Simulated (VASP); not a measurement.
## Al16BN15 (a cell with a defect): single point with HSE06

Al16BN15 (a cell with a defect):

```xyz
32
Lattice="6.2595 0.0000 0.0000 -3.1298 5.4209 0.0000 0.0000 0.0000 10.0348" Properties=species:S:1:pos:R:3 pbc="T T T"
Al    1.6046    0.8795    2.4832
Al   -0.0552    1.8365    5.0100
Al    1.5362    0.9255    7.5170
Al    0.0186    1.7934   10.0520
Al    0.0811    3.5924    2.5328
Al   -1.5863    4.6384    4.9796
Al   -0.0373    3.6139    7.5521
Al   -1.5212    4.5116    9.9929
Al    4.7539    0.8457    2.5306
Al    3.0138    1.7603    4.9744
Al    4.6796    0.9370    7.5504
Al    3.1541    1.7712    9.9931
Al    3.3307    3.4970    2.3629
Al    1.4292    4.5904    5.1844
Al    3.1021    3.6370    7.4849
Al    1.6073    4.4884   10.0237
N     1.4769    0.9518    4.3660
N     0.0511    1.7782    1.9152
N     1.5629    0.9046    9.4077
N    -0.0158    1.8175    6.9188
N    -0.0694    3.6621    4.4309
N    -1.4244    4.5029    1.8294
N     0.0209    3.5928    9.4408
N    -1.5696    4.5361    6.9102
N     4.6174    0.9320    4.4292
N     3.2107    1.6919    1.8292
N     4.7158    0.8901    9.4431
N     3.1202    1.8146    6.9081
N     1.6985    4.4444    1.9470
N     3.1551    3.5986    9.4127
N     1.5102    4.5503    7.0376
B     3.0017    3.6857    4.3701
```

```
Program             : VASP 6.6.1
Task                : single point
Functional          : HSE06
Potentials or basis : VASP PAW PBE potentials, release 64 (Al, N, B)
Cutoff              : 520 eV
k mesh              : 1 × 1 × 1, shifted
Occupations         : fermi-dirac, width 0.01 eV
Spin                : no spin polarisation
```

The pressure is -1.4 GPa. The largest force is 0.256 eV/Å. The band gap on the k mesh is 1.66 eV.

Forces on the atoms (eV/Å):
```
Al  -0.014  0.007 -0.024
Al   0.003  0.005  0.024
Al   0.014  0.000  0.038
Al  -0.003 -0.007  0.001
Al   0.001  0.024 -0.025
Al   0.197  0.156  0.046
Al   0.003  0.009  0.042
Al   0.030 -0.001  0.026
Al  -0.019 -0.015 -0.026
Al  -0.036 -0.247  0.046
Al  -0.020  0.001  0.054
Al   0.022 -0.025  0.023
Al   0.021 -0.015 -0.201
Al  -0.142  0.086  0.135
Al  -0.002 -0.015  0.122
Al   0.003  0.014  0.036
N    0.052 -0.032  0.019
N    0.011 -0.007 -0.009
N    0.001 -0.007 -0.016
N    0.006 -0.002 -0.022
N   -0.005  0.022  0.011
N   -0.057 -0.046  0.019
N   -0.031  0.020 -0.041
N   -0.023 -0.012 -0.073
N   -0.023 -0.004  0.010
N    0.010  0.073  0.019
N   -0.012  0.015 -0.055
N   -0.015  0.018 -0.077
N    0.024 -0.028  0.046
N   -0.010  0.008 -0.010
N    0.019 -0.010 -0.125
B   -0.010  0.015 -0.016
```

Stress tensor (GPa, compression positive):
```
-0.93 -2.93 -3.13
-2.93 -4.23  2.14
-3.13  2.14  0.95
```

Levels at points of the mesh, in eV from the valence-band top:
```
           k point  band 59  band 60  band 61  band 62  band 63  band 64  band 65  band 66  band 67  band 68
(0.25, 0.25, 0.25)    -2.03    -2.00    -1.72    -0.26     0.00     1.66     5.59     6.11     6.33     6.48
```

It took 5.2 min on 1 thread of AMD EPYC 7R13 Processor (Zen 3) (shared host), peak memory 0.57 GiB.

Caveat: the PAW data sets were made with another functional, which shifts forces and pressure a little.
